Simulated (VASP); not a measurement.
# PbS (I4/mmm) in VASP: notebook, part 2 of 2

VASP 6.6.1.

## (6) Single point, r2SCAN (strain +0.030 along x and y, -0.015 along z)

Contents of POSCAR:

```
PbS
1.0
    0.0000000000      3.0539500000      2.9205250000
    3.0539500000      0.0000000000      2.9205250000
    3.0539500000      3.0539500000      0.0000000000
Pb S
1 1
Direct
    0.0000000000      0.0000000000      0.0000000000
    0.5000000000      0.5000000000      0.5000000000
```

Contents of INCAR.step1:

```
  PREC = Accurate
  ENCUT = 520
  ISMEAR = 0
  SIGMA = 0.05
  LREAL = F
  LASPH = T
  NELM = 60
  NBANDS = 17
  GGA = PE
  ALGO = Normal
  EDIFF = 1E-4
  LWAVE = T
  LCHARG = F
```

Contents of INCAR.step2:

```
  PREC = Accurate
  ENCUT = 520
  EDIFF = 1E-6
  ISMEAR = 0
  SIGMA = 0.05
  LREAL = F
  LASPH = T
  NELM = 60
  ALGO = Normal
  ISIF = 2
  LWAVE = F
  LCHARG = F
  METAGGA = R2SCAN
  LMIXTAU = T
  NBANDS = 17
  ISTART = 1
```

Contents of KPOINTS:

```
Automatic mesh
0
Gamma
  8 8 8
```

Potentials or basis: VASP PAW PBE potentials, release 64 (Pb_d, S).

Launch:

```sh
$ cat potpaw_PBE.64/Pb_d/POTCAR potpaw_PBE.64/S/POTCAR > POTCAR
$ cp INCAR.step1 INCAR
$ mpirun -np 1 vasp_std > vasp.out
$ cp INCAR.step2 INCAR
$ mpirun -np 1 vasp_std > vasp.out
```

OUTCAR:

```text
PREC = Accurate
   ENCUT = 520
   EDIFF = 1E-6
   ISMEAR = 0
   LREAL = F
   LASPH = T
   NELM = 60
   ISIF = 2
   METAGGA = R2SCAN
   ISTART = 1

 ion  position               nearest neighbor table
   1  0.000  0.000  0.000-   2 2.92   2 2.92   2 3.05   2 3.05   2 3.05   2 3.05
   2  0.500  0.500  0.500-   1 2.92   1 2.92   1 3.05   1 3.05   1 3.05   1 3.05

  LATTYP: Found a body centered tetragonal cell.
 ALAT       =     4.3189375088
 C/A-ratio  =     1.3524275329

  Lattice vectors:

 A1 = (   0.0000000000,  -3.0539500000,  -2.9205250000)
 A2 = (   0.0000000000,   3.0539500000,  -2.9205250000)
 A3 = (   3.0539500000,   0.0000000000,   2.9205250000)

Analysis of symmetry for initial positions (statically):
=====================================================================
 Subroutine PRICEL returns:
 Original cell was already a primitive cell.

 Routine SETGRP: Setting up the symmetry group for a
 body centered tetragonal supercell.

 Subroutine GETGRP returns: Found 16 space group operations
[... 161 lines left out ...]
  free energy    TOTEN  =       -65.58198374 eV

  energy without entropy =      -65.58198374  energy(sigma->0) =      -65.58198374

 E-fermi :   5.4100     XC(G=0): -10.0345

 val. band max:        5.1369988405   @ k =   0.5000   0.0000   0.0000
 cond. band min:       5.8587509266   @ k =   0.5000   0.0000   0.0000
 fundamental gap:      0.7217520860
 Fermi energy:         5.4099567797

 k-point     1 :       0.0000    0.0000    0.0000
  band No.  band energies     occupation
      1     -12.2573      2.00000
      2     -12.2464      2.00000
      3     -12.2412      2.00000
      4     -12.2412      2.00000
      5     -12.2178      2.00000
      6      -8.6895      2.00000
[... 457 lines left out ...]
      4     -12.2237      2.00000
      5     -12.2050      2.00000
      6      -7.8360      2.00000
[... 9 lines left out ...]
     16      15.3644      0.00000
     17      17.1137      0.00000

 [... further k-points ...]

------------------------ aborting loop because EDIFF is reached ----------------------------------------

  FORCE on cell =-STRESS in cart. coord.  units (eV):
  Direction    XX          YY          ZZ          XY          YZ          ZX
  --------------------------------------------------------------------------------------
  -------------------------------------------------------------------------------------
  Total       -0.9143664     -0.9143664      0.8949485      0.0000000      0.0000000      0.0000000
  in kB      -26.8915658    -26.8915658     26.3204839      0.0000000      0.0000000      0.0000000
  external PRESSURE =      -9.1542159 kB  Pullay stress =       0.0000000 kB

 VOLUME and BASIS-vectors are now :
 -----------------------------------------------------------------------------
  energy-cutoff  :      520.00
  volume of cell :       54.48
      direct lattice vectors                 reciprocal lattice vectors
     0.000000000  3.053950000  2.920525000    -0.163722392  0.163722392  0.171202096
     3.053950000  0.000000000  2.920525000     0.163722392 -0.163722392  0.171202096
     3.053950000  3.053950000  0.000000000     0.163722392  0.163722392 -0.171202096

 POSITION                                       TOTAL-FORCE (eV/Angst)
 -----------------------------------------------------------------------------------
      0.00000      0.00000      0.00000         0.000000     -0.000000      0.000000
      3.05395      3.05395      2.92053        -0.000000      0.000000      0.000000
 -----------------------------------------------------------------------------------
    total drift:                                0.000000     -0.000000     -0.000000

  FREE ENERGIE OF THE ION-ELECTRON SYSTEM (eV)
  ---------------------------------------------------
  free  energy   TOTEN  =       -65.5819837392 eV

  energy  without entropy=      -65.5819837392  energy(sigma->0) =      -65.58198374
```

OUTCAR.step1:

```text
PREC = Accurate
   ENCUT = 520
   ISMEAR = 0
   LREAL = F
   LASPH = T
[... 701 lines left out ...]
 -----------------------------------------------------------------------------------
      0.00000      0.00000      0.00000         0.000000     -0.000000      0.000000
      3.05395      3.05395      2.92053        -0.000000      0.000000      0.000000
 -----------------------------------------------------------------------------------
    total drift:                                0.000000     -0.000000     -0.000000

  FREE ENERGIE OF THE ION-ELECTRON SYSTEM (eV)
  ---------------------------------------------------
  free  energy   TOTEN  =        -8.7443183353 eV

  energy  without entropy=       -8.7443183353  energy(sigma->0) =       -8.74431834
```

OSZICAR.step1:

```text
N       E                     dE             d eps       ncg     rms          rms(c)
DAV:   1     0.159449549950E+03    0.15945E+03   -0.96241E+03  2006   0.122E+03
DAV:   2     0.324487909412E+01   -0.15620E+03   -0.15074E+03  2120   0.312E+02
DAV:   3    -0.893624628152E+01   -0.12181E+02   -0.12092E+02  2607   0.918E+01
DAV:   4    -0.925784856593E+01   -0.32160E+00   -0.32124E+00  2585   0.167E+01
DAV:   5    -0.927029196075E+01   -0.12443E-01   -0.12442E-01  3006   0.313E+00    0.440E+00
DAV:   6    -0.873961866044E+01    0.53067E+00   -0.15492E+00  3180   0.807E+00    0.307E+00
DAV:   7    -0.874093458939E+01   -0.13159E-02   -0.14892E-01  2374   0.192E+00    0.182E+00
DAV:   8    -0.874475063039E+01   -0.38160E-02   -0.18244E-02  2379   0.140E+00    0.347E-01
DAV:   9    -0.874408525093E+01    0.66538E-03   -0.40590E-03  3235   0.527E-01    0.952E-02
DAV:  10    -0.874431387697E+01   -0.22863E-03   -0.42806E-04  2318   0.117E-01    0.738E-02
DAV:  11    -0.874431833532E+01   -0.44584E-05   -0.61898E-05  2056   0.863E-02
   1 F= -.87443183E+01 E0= -.87443183E+01  d E =-.608969E-12
```

It took 2 min on 1 thread of Intel Xeon Platinum 8259CL at 2.50GHz (Skylake/Cascade Lake), shared host; peak memory 0.21 GiB.

Results:

- Free energy: -65.5820 eV
- Pressure: -0.9 GPa
- Band gap on the k mesh: 0.72 eV

Stress tensor (GPa, compression positive):
```
-2.69  0.00  0.00
 0.00 -2.69  0.00
 0.00  0.00  2.63
```

Caveat: the cell differs from its parent crystal (strain +0.030 along x and y, -0.015 along z); the PAW data sets were made with another functional, which shifts forces and pressure a little; spin-orbit coupling is left out, which moves the levels of the heavy elements.

## (7) Single point, r2SCAN (strain +0.030 along x and y, +0.000 along z)

Contents of POSCAR:

```
PbS
1.0
    0.0000000000      3.0539500000      2.9650000000
    3.0539500000      0.0000000000      2.9650000000
    3.0539500000      3.0539500000      0.0000000000
Pb S
1 1
Direct
    0.0000000000      0.0000000000      0.0000000000
    0.5000000000      0.5000000000      0.5000000000
```

Contents of INCAR.step1:

```
SYSTEM = PbS
PREC = Accurate
ENCUT = 520
ISMEAR = 0
SIGMA = 0.05
LREAL = .False.
LASPH = .True.
NELM = 60
NBANDS = 17
GGA = PE
ALGO = Normal
EDIFF = 1E-4
LWAVE = .True.
LCHARG = .False.
```

Contents of INCAR.step2:

```
SYSTEM = PbS
PREC = Accurate
ENCUT = 520
EDIFF = 1E-7
ISMEAR = 0
SIGMA = 0.05
LREAL = .False.
LASPH = .True.
NELM = 60
ALGO = Normal
ISIF = 2
LWAVE = .False.
LCHARG = .False.
METAGGA = R2SCAN
LMIXTAU = .True.
NBANDS = 17
ISTART = 1
```

Contents of KPOINTS:

```
Automatic mesh
0
Gamma
  8 8 8
  0 0 0
```

Potentials or basis: VASP PAW PBE potentials, release 64 (Pb_d, S).

Launch:

```sh
$ cat potpaw_PBE.64/Pb_d/POTCAR potpaw_PBE.64/S/POTCAR > POTCAR
$ cp INCAR.step1 INCAR
$ mpirun -np 1 vasp_std > vasp.out
$ cp INCAR.step2 INCAR
$ mpirun -np 1 vasp_std > vasp.out
```

OUTCAR:

```text
SYSTEM = PbS
   PREC = Accurate
   ENCUT = 520
   EDIFF = 1E-7
   ISMEAR = 0
   LREAL = .False.
   LASPH = .True.
   NELM = 60
   ISIF = 2
   METAGGA = R2SCAN
   ISTART = 1

 ion  position               nearest neighbor table
   1  0.000  0.000  0.000-   2 2.96   2 2.96   2 3.05   2 3.05   2 3.05   2 3.05
   2  0.500  0.500  0.500-   1 2.96   1 2.96   1 3.05   1 3.05   1 3.05   1 3.05

  LATTYP: Found a body centered tetragonal cell.
 ALAT       =     4.3189375088
 C/A-ratio  =     1.3730228761

  Lattice vectors:

 A1 = (   0.0000000000,  -3.0539500000,  -2.9650000000)
 A2 = (   0.0000000000,   3.0539500000,  -2.9650000000)
 A3 = (   3.0539500000,   0.0000000000,   2.9650000000)

Analysis of symmetry for initial positions (statically):
=====================================================================
 Subroutine PRICEL returns:
 Original cell was already a primitive cell.

 Routine SETGRP: Setting up the symmetry group for a
 body centered tetragonal supercell.

 Subroutine GETGRP returns: Found 16 space group operations
 (whereof 16 operations were pure point group operations)
 out of a pool of 16 trial point group operations.

The static configuration has the point symmetry D_4h.
[... 160 lines left out ...]

 E-fermi :   5.1962     XC(G=0):  -9.9613

 val. band max:        4.9046747271   @ k =   0.5000  -0.0000   0.0000
 cond. band min:       5.7087266091   @ k =   0.5000  -0.0000   0.0000
 fundamental gap:      0.8040518820
 Fermi energy:         5.1961543101

 k-point     1 :       0.0000    0.0000    0.0000
  band No.  band energies     occupation
      1     -12.4275      2.00000
      2     -12.4162      2.00000
      3     -12.4162      2.00000
      4     -12.4136      2.00000
      5     -12.3928      2.00000
      6      -8.7441      2.00000
[... 457 lines left out ...]
      4     -12.3972      2.00000
      5     -12.3814      2.00000
      6      -7.9105      2.00000
[... 9 lines left out ...]
     16      15.2033      0.00000
     17      16.9394      0.00000

 [... further k-points ...]

------------------------ aborting loop because EDIFF is reached ----------------------------------------

  FORCE on cell =-STRESS in cart. coord.  units (eV):
  Direction    XX          YY          ZZ          XY          YZ          ZX
  --------------------------------------------------------------------------------------
  -------------------------------------------------------------------------------------
  Total       -1.0078741     -1.0078741      0.0843527      0.0000000     -0.0000000     -0.0000000
  in kB      -29.1970069    -29.1970069      2.4436065      0.0000000     -0.0000000     -0.0000000
  external PRESSURE =     -18.6501358 kB  Pullay stress =       0.0000000 kB

 VOLUME and BASIS-vectors are now :
 -----------------------------------------------------------------------------
  energy-cutoff  :      520.00
  volume of cell :       55.31
      direct lattice vectors                 reciprocal lattice vectors
     0.000000000  3.053950000  2.965000000    -0.163722392  0.163722392  0.168634064
     3.053950000  0.000000000  2.965000000     0.163722392 -0.163722392  0.168634064
     3.053950000  3.053950000  0.000000000     0.163722392  0.163722392 -0.168634064

 POSITION                                       TOTAL-FORCE (eV/Angst)
 -----------------------------------------------------------------------------------
      0.00000      0.00000      0.00000         0.000000     -0.000000      0.000000
      3.05395      3.05395      2.96500        -0.000000      0.000000      0.000000
 -----------------------------------------------------------------------------------
    total drift:                                0.000000     -0.000000     -0.000000

  FREE ENERGIE OF THE ION-ELECTRON SYSTEM (eV)
  ---------------------------------------------------
  free  energy   TOTEN  =       -65.5895802102 eV

  energy  without entropy=      -65.5895802102  energy(sigma->0) =      -65.58958021
```

OUTCAR.step1:

```text
SYSTEM = PbS
   PREC = Accurate
   ENCUT = 520
   ISMEAR = 0
   LREAL = .False.
   LASPH = .True.
[... 702 lines left out ...]
      0.00000      0.00000      0.00000         0.000000     -0.000000      0.000000
      3.05395      3.05395      2.96500        -0.000000      0.000000      0.000000
 -----------------------------------------------------------------------------------
    total drift:                                0.000000     -0.000000     -0.000000

  FREE ENERGIE OF THE ION-ELECTRON SYSTEM (eV)
  ---------------------------------------------------
  free  energy   TOTEN  =        -8.7562834142 eV

  energy  without entropy=       -8.7562834142  energy(sigma->0) =       -8.75628341
```

OSZICAR.step1:

```text
N       E                     dE             d eps       ncg     rms          rms(c)
DAV:   1     0.158925145794E+03    0.15893E+03   -0.97339E+03  2006   0.122E+03
DAV:   2     0.350529680814E+01   -0.15542E+03   -0.14960E+03  2132   0.313E+02
DAV:   3    -0.897207461310E+01   -0.12477E+02   -0.12387E+02  2585   0.926E+01
DAV:   4    -0.928339772392E+01   -0.31132E+00   -0.31100E+00  2586   0.161E+01
DAV:   5    -0.929483018516E+01   -0.11432E-01   -0.11431E-01  2990   0.303E+00    0.428E+00
DAV:   6    -0.875095406212E+01    0.54388E+00   -0.16074E+00  3153   0.808E+00    0.298E+00
DAV:   7    -0.875284902426E+01   -0.18950E-02   -0.14640E-01  2394   0.188E+00    0.179E+00
DAV:   8    -0.875675657808E+01   -0.39076E-02   -0.18687E-02  2421   0.141E+00    0.384E-01
DAV:   9    -0.875602926004E+01    0.72732E-03   -0.41619E-03  3187   0.522E-01    0.101E-01
DAV:  10    -0.875628173693E+01   -0.25248E-03   -0.44263E-04  2314   0.117E-01    0.820E-02
DAV:  11    -0.875628341419E+01   -0.16773E-05   -0.58704E-05  2114   0.852E-02
   1 F= -.87562834E+01 E0= -.87562834E+01  d E =-.265874E-14
```

Run time: 2.3 min. Hardware: 1 thread of Intel Xeon Platinum 8259CL at 2.50GHz (Skylake/Cascade Lake), shared host; peak memory 0.21 GiB.

Results:

```
Free energy            : -65.5896 eV
Pressure               : -1.9 GPa
Band gap on the k mesh : 0.80 eV
```

Caveat: the cell differs from its parent crystal (strain +0.030 along x and y, +0.000 along z); the PAW data sets were made with another functional, which shifts forces and pressure a little; spin-orbit coupling is left out, which moves the levels of the heavy elements.

## (8) The runs side by side

| cell | gap on the mesh (eV) | pressure (GPa) |
| --- | --- | --- |
| a = 4.131, b = 4.131, c = 4.193 Å, angles 59.5, 59.5, 61.0°, 2 atoms | 0.46 | 3.6 |
| a = 4.163, b = 4.163, c = 4.256 Å, angles 59.3, 59.3, 61.5°, 2 atoms | 0.55 | 1.7 |
| a = 4.194, b = 4.194, c = 4.256 Å, angles 59.5, 59.5, 61.0°, 2 atoms | 0.65 | 0.6 |
| a = 4.195, b = 4.195, c = 4.319 Å, angles 59.0, 59.0, 62.0°, 2 atoms | 0.62 | 0.2 |
| a = 4.226, b = 4.226, c = 4.319 Å, angles 59.3, 59.3, 61.5°, 2 atoms | 0.72 | -0.9 |
| a = 4.257, b = 4.257, c = 4.319 Å, angles 59.5, 59.5, 61.0°, 2 atoms | 0.80 | -1.9 |

Alike in all rows: task single point; level r2SCAN; potentials or basis VASP PAW PBE potentials, release 64 (Pb_d, S); no spin polarisation; k mesh 8 × 8 × 8; cutoff (eV) 520; smearing gaussian 0.05 eV.

Caveats: the PAW data sets were made with another functional, which shifts forces and pressure a little; spin-orbit coupling is left out, which moves the levels of the heavy elements; the cell stands under pressure (at least some runs).

Total energies depend on the potentials used, so only differences within one code and one set of settings carry meaning.
